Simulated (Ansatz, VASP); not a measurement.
Two plane-wave programs on SiGe

POSCAR

```
SiGe
1.0
    3.9044512986      0.0000000000      0.0000000000
   -1.9522256493      3.3813540124      0.0000000000
    0.0000000000      0.0000000000      6.4507830000
Si Ge
2 2
Direct
    0.6666666700      0.3333333300      0.8746070000
    0.3333333300      0.6666666700      0.3746070000
    0.6666666700      0.3333333300      0.5003920000
    0.3333333300      0.6666666700      0.0003920000
```

Contents of INCAR.step1:

```
SYSTEM = SiGe
PREC     = Accurate       ! precision mode
ENCUT    = 520            ! plane-wave cutoff, eV
ISMEAR   = 0              ! smearing method
SIGMA    = 0.05           ! smearing width, eV
LREAL    = .FALSE.        ! projectors in reciprocal space
LASPH    = .TRUE.         ! aspherical terms in the spheres
NELM     = 100            ! most SCF steps
NBANDS   = 26             ! bands
GGA      = PE             ! functional
ALGO     = Normal         ! electronic algorithm
EDIFF    = 1E-4           ! SCF threshold, eV
LWAVE    = .TRUE.         ! write WAVECAR
LCHARG   = .FALSE.        ! write CHGCAR
```

Contents of INCAR.step2:

```
SYSTEM = SiGe
PREC     = Accurate       ! precision mode
ENCUT    = 520            ! plane-wave cutoff, eV
EDIFF    = 1E-6           ! SCF threshold, eV
ISMEAR   = 0              ! smearing method
SIGMA    = 0.05           ! smearing width, eV
LREAL    = .FALSE.        ! projectors in reciprocal space
LASPH    = .TRUE.         ! aspherical terms in the spheres
NELM     = 100            ! most SCF steps
ALGO     = Normal         ! electronic algorithm
ISIF     = 2              ! what is computed and relaxed
LWAVE    = .FALSE.        ! write WAVECAR
LCHARG   = .FALSE.        ! write CHGCAR
METAGGA  = R2SCAN         ! meta-GGA
LMIXTAU  = .TRUE.       
NBANDS   = 26             ! bands
ISTART   = 1
```

File KPOINTS:

```
regular mesh
0
G
  12 12 6
  0 0 0
```

Input for Ansatz:

```yaml
crystal:
  lattice:
    - [3.9044512986, 0.0, 0.0]
    - [-1.9522256493, 3.3813540124, 0.0]
    - [0.0, 0.0, 6.450783]
  atoms:
    - { symbol: Si, position: [0.66666667, 0.33333333, 0.874607] }
    - { symbol: Si, position: [0.33333333, 0.66666667, 0.374607] }
    - { symbol: Ge, position: [0.66666667, 0.33333333, 0.500392] }
    - { symbol: Ge, position: [0.33333333, 0.66666667, 0.000392] }
basis:
  ecutwfc: 500
  fft_grid_basis: typed
kpoints:
  mp_grid: { grid: [12, 12, 6] }
hamiltonian:
  xc: r2scan
scf:
  occupations: { method: gaussian, width: 0.05 }
output:
  forces: true
  stress: true
  eigenvalues: true
  bader: true
  write_density: true
  volumetric_format: npy
  elf: true
```

Alike in both runs: task single point; functional r2SCAN; k mesh 12 × 12 × 6; occupations gaussian, width 0.05 eV; no spin polarisation.

|  | VASP | Ansatz |
| --- | --- | --- |
| version | VASP 6.6.1 | Ansatz 0.2.0 |
| potentials or method | VASP PAW PBE potentials, release 64 (Si, Ge_d), cutoff 520 eV | scalar-relativistic, plane waves, PAW |
| valence electrons in the cell | 36 | 36 |

|  | VASP | Ansatz | Ansatz less VASP |
| --- | --- | --- | --- |
| gap on the k mesh at the Fermi level (eV) | 0.66 | 0.66 | 0.000 |
| pressure (GPa) | 0.0 | 0.0 | +0.05 |
| traceless stress, the component that is largest in VASP (GPa) | 0.05 | 0.05 | -0.004 |
| rms of the force components (eV/Å) | 0.012 | 0.009 | -0.0028 |

VASP's potentials were made for PBE, not for r2SCAN. Atom by atom the forces differ by 0.003 eV/Å (rms over components). With one functional, cell and mesh, what is left measures potentials, basis and numerics.
